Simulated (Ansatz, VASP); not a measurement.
**WSe2 in VASP and in Ansatz**

```xyz
6
Lattice="5.2003 0.0000 0.0000 -2.6002 4.5036 0.0000 0.0000 0.0000 5.8517" Properties=species:S:1:pos:R:3 pbc="T T T"
W     0.0000    3.0024    5.3694
W     2.6002    1.5012    5.3694
Se    0.0000    0.0000    4.5780
Se    2.6002    0.0000    1.5858
Se   -1.3001    2.2518    1.5858
Se    1.3001    2.2518    1.5858
```

Alike in both runs: functional PBE; k mesh 12 × 12 × 6; occupations gaussian, width 0.1 eV; no spin polarisation.

Ansatz relaxed the structure, and its values are those at the end. VASP's run is a single point on that final structure, the one shown.

|  | VASP | Ansatz |
| --- | --- | --- |
| version | VASP 6.6.1 | Ansatz 0.2.0 |
| potentials or method | VASP PAW PBE potentials, release 64 (W_sv, Se), cutoff 520 eV | scalar-relativistic, plane waves, PAW |
| valence electrons in the cell | 52 | 92 |

VASP gave:

* gap on the k mesh at the Fermi level (eV): none
* pressure (GPa): 0.2
* rms of the force components (eV/Å): 0.020

Problem. What did Ansatz give for the same quantities?

Solution. gap on the k mesh at the Fermi level (eV): none; pressure (GPa): 0.0; rms of the force components (eV/Å): 0.000.

A gap of «none» marks a metal or a gap that the smearing closes. The functional is the same, so the differences come from potentials, cutoffs and numerics. VASP's potentials hold 52 valence electrons a cell and Ansatz's 92, so a difference there can come from the potentials and not from the codes.

Neither program's run includes spin-orbit coupling.
